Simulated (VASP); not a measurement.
Input of a VASP 6.6.1 run:

Contents of INCAR:

```
  ALGO = Normal
  EDIFF = 1E-6
  ENCUT = 520
  GGA = PE
  ISIF = 2
  ISMEAR = -1
  IVDW = 12
  LASPH = True
  LCHARG = True
  LELF = True
  LREAL = Auto
  LVHAR = True
  LWAVE = False
  NBANDS = 48
  NELM = 100
  PREC = Accurate
  SIGMA = 0.02
```

Contents of KPOINTS:

```
k-points
0
Gamma
  1 1 1
```

POSCAR

```
H5C2Cl
1.0
    7.0706810000      0.0000000000      0.0000000000
    0.0000000000      7.0706810000      0.0000000000
    0.0000000000      0.0000000000      7.0706810000
C H Cl
6 15 3
Direct
    0.9116377899      0.1151515674      0.1993584493
    0.8199351661      0.0121770449      0.0664999595
    0.1564630055      0.1911838478      0.6622982991
    0.2801144614      0.0595840768      0.7063251758
    0.7355868551      0.7447938890      0.5132744639
    0.6318203296      0.7169465006      0.6667674585
    0.9233905475      0.0748867047      0.3491035729
    0.9881367863      0.2417306056      0.1625868852
    0.7565183608     -0.1380913663      0.0819298735
    0.7949446454      0.0646189525     -0.0776870007
    0.0088817470      0.2169239427      0.7030015921
    0.2021446025      0.3276912082      0.5853467297
    0.2242923984     -0.0513104749      0.7921867780
    0.4280068638      0.0713934061      0.6621144413
    0.8746257963      0.8361146543      0.5402308491
    0.7058018881      0.7124207697      0.3573771748
    0.6925075534      0.7652303929      0.7947749304
    0.5071505842      0.6271955983      0.6906548323
    0.4572402573      0.6969484269      0.2633551139
   -0.0663302446      0.5406834221      0.8608506027
    0.6056418045      0.2738491526      0.0855787441
    0.3189367474      0.7971367963      0.3259516304
    0.0701064013      0.6396413584      0.9164605220
    0.6026152219      0.4569998279      0.0309729713
```

Potentials or basis: VASP PAW PBE potentials, release 64 (C, H, Cl).

Run with:

```sh
$ cat potpaw_PBE.64/C/POTCAR potpaw_PBE.64/H/POTCAR potpaw_PBE.64/Cl/POTCAR > POTCAR
$ mpirun -np 1 vasp_gam > vasp.out
```

Q: Predict the band gap on the k mesh.

A: 4.70 eV.

Q: What does it give for the pressure?

A: -0.6 GPa.

Forces in eV/Å, atoms in the order of the input:
```
C   -0.536 -1.081 -0.265
C   -0.612 -1.025  0.340
C   -0.024  3.754 -1.341
C   -0.070  0.178  0.144
C    2.089  1.642 -1.201
C   -0.457 -1.205 -0.188
H    0.029 -0.231 -0.394
H   -0.066  0.600 -0.207
H    0.699  1.895  0.436
H    0.499  0.029  0.098
H    0.070 -0.992  0.248
H   -0.130 -1.424  0.416
H    0.389 -0.994  0.389
H   -0.202 -0.301  0.127
H   -1.882 -1.403 -0.655
H    0.299 -0.020  1.791
H    0.321  0.534  1.006
H   -0.019  0.379 -0.698
H   -0.134 -0.143 -0.072
H   -0.788 -0.541 -0.373
H    0.145  1.159 -0.217
Cl  -0.298  0.123 -0.208
Cl   0.863  0.362  0.377
Cl  -0.182 -1.295  0.446
```

Caveat: the k points lie up to 0.89 Å⁻¹ apart.
